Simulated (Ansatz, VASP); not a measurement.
Two plane-wave programs on Al3Ge2Ru

INCAR

```
PREC = Accurate
ENCUT = 520
EDIFF = 1E-6
ISMEAR = 0
SIGMA = 0.1
LREAL = False
LASPH = True
NELM = 150
ALGO = Normal
ISIF = 2
LWAVE = False
LCHARG = False
ISPIN = 2
MAGMOM = 0 0 0 0 0 1
LORBIT = 11
LMAXMIX = 4
GGA = PE
NBANDS = 38
```

KPOINTS

```
regular mesh
0
Gamma
  6 6 2
```

Contents of POSCAR:

```
Al3Ge2Ru
1.0
    3.2264993410      0.0000000000      0.0000000000
    0.0000000000      3.2264993410      0.0000000000
    0.0000000000      0.0000000000      9.1142906229
Al Ge Ru
3 2 1
Direct
    0.5000000000      0.5000000000      0.1461660532
    0.5000000000      0.5000000000      0.5000000000
    0.5000000000      0.5000000000      0.8538339468
    0.0000000000      0.0000000000      0.3200801965
    0.0000000000      0.0000000000      0.6799198035
    0.0000000000      0.0000000000      0.0000000000
```

Input for Ansatz:

```yaml
crystal:
  lattice:
    - [3.226499341, 0.0, 0.0]
    - [0.0, 3.226499341, 0.0]
    - [0.0, 0.0, 9.1142906229]
  atoms:
    - { symbol: Al, position: [0.5, 0.5, 0.1461660532] }
    - { symbol: Al, position: [0.5, 0.5, 0.5] }
    - { symbol: Al, position: [0.5, 0.5, 0.8538339468] }
    - { symbol: Ge, position: [0.0, 0.0, 0.3200801965] }
    - { symbol: Ge, position: [0.0, 0.0, 0.6799198035] }
    - { symbol: Ru, position: [0.0, 0.0, 0.0], spin: 1.0 }
basis:
  ecutwfc: 420
kpoints:
  mp_grid: { grid: [6, 6, 2] }
hamiltonian:
  xc: pbe
scf:
  occupations: { method: gaussian, width: 0.1 }
  lower_state_search: "off"
output:
  forces: true
  stress: true
  eigenvalues: true
  populations: true
magnetization:
  spin_polarized: true
```

Change from the starting cell: species swapped into the Pr3MgAl2 type (P4/mmm, No. 123).

Alike in both runs: task single point; functional PBE; k mesh 6 × 6 × 2; occupations gaussian, width 0.1 eV; collinear spin.

|  | VASP | Ansatz |
| --- | --- | --- |
| version | VASP 6.6.1 | Ansatz 0.2.0 |
| potentials or method | VASP PAW PBE potentials, release 64 (Al, Ge_d, Ru_pv), cutoff 520 eV | scalar-relativistic, plane waves, PAW |
| valence electrons in the cell | 51 | 53 |

Ansatz gave:

| Property | Result |
| --- | --- |
| gap on the k mesh at the Fermi level (eV) | none |
| pressure (GPa) | 0.1 |
| traceless stress, the component that is largest in VASP (GPa) | -0.03 |
| rms of the force components (eV/Å) | 0.011 |
| net moment per atom (μB) | 0.00 |

Question: Which values does VASP return?

Answer: gap on the k mesh at the Fermi level (eV): none; pressure (GPa): 0.1; traceless stress, the component that is largest in VASP (GPa): -0.05; rms of the force components (eV/Å): 0.011; net moment per atom (μB): 0.00.

Atom by atom the forces differ by 0.001 eV/Å (rms over components). A gap of «none» marks a metal or a gap that the smearing closes. VASP's potentials hold 51 valence electrons a cell and Ansatz's 53, so a difference there can come from the potentials and not from the codes. Ansatz's warnings: seeded moment not kept.
